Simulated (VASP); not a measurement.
BiTe, 2 atoms in the cell. Symmetry: Fm-3m, No. 225, cubic system. Conventional cell: a = 6.475 Å, b = 6.475 Å, c = 6.475 Å, α = 90.00°, β = 90.00°, γ = 90.00°. Bi (site symmetry m-3m) has 6 Te at 3.24 Å within 4.3 Å. Te (site symmetry m-3m) has 6 Bi at 3.24 Å within 4.3 Å. 

- Program: VASP 6.6.1
- Task: single point
- Functional: r2SCAN
- Potentials or basis: VASP PAW PBE potentials, release 64 (Bi_d, Te)
- Cutoff: 520 eV
- k mesh: 7 × 7 × 7
- Occupations: fermi-dirac, width 0.05 eV
- Spin: no spin polarisation
- Dipole correction: no
- Further INCAR settings: ALGO = Normal; EDIFF = 1e-06; NBANDS = 18

Potentials or basis: VASP PAW PBE potentials, release 64 (Bi_d, Te).

Command:

```sh
$ cat potpaw_PBE.64/Bi_d/POTCAR potpaw_PBE.64/Te/POTCAR > POTCAR
$ cp INCAR.step1 INCAR
$ mpirun -np 1 vasp_std > vasp.out
$ cp INCAR.step2 INCAR
$ mpirun -np 1 vasp_std > vasp.out
```

Hardware: 1 thread of Intel(R) Xeon(R) Platinum 8488C (Sapphire Rapids), with other jobs on the host.

Q: Estimate the wall time of this run.

A: Run time: 100 s on 1 thread of Intel(R) Xeon(R) Platinum 8488C (Sapphire Rapids) (shared host), peak memory 0.22 GiB. Counts: k points 20.
